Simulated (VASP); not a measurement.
A run of VASP 6.6.1 is set up as follows.

INCAR

```
SYSTEM = Ir
PREC = Accurate
ENCUT = 520
EDIFF = 1E-7
ISMEAR = 0
SIGMA = 0.15
LREAL = .FALSE.
LASPH = .TRUE.
NELM = 80
ALGO = Normal
ISIF = 2
LWAVE = .FALSE.
LCHARG = .FALSE.
GGA = PE
NBANDS = 10
```

File KPOINTS:

```
Automatic mesh
0
G
  22 22 22
  0 0 0
```

The input POSCAR:

```
Ir
1.0
    0.0000000000      1.9556051746      1.9556051746
    1.9556051746      0.0000000000      1.9556051746
    1.9556051746      1.9556051746      0.0000000000
Ir
1
Direct
    0.0000000000      0.0000000000      0.0000000000
```

Potentials or basis: VASP PAW PBE potentials, release 64 (Ir).

The run is started by

```sh
$ cat potpaw_PBE.64/Ir/POTCAR > POTCAR
$ mpirun -np 1 vasp_std > vasp.out
```

(1) What does it give for the pressure?

Results:

(1) -9.5 GPa.
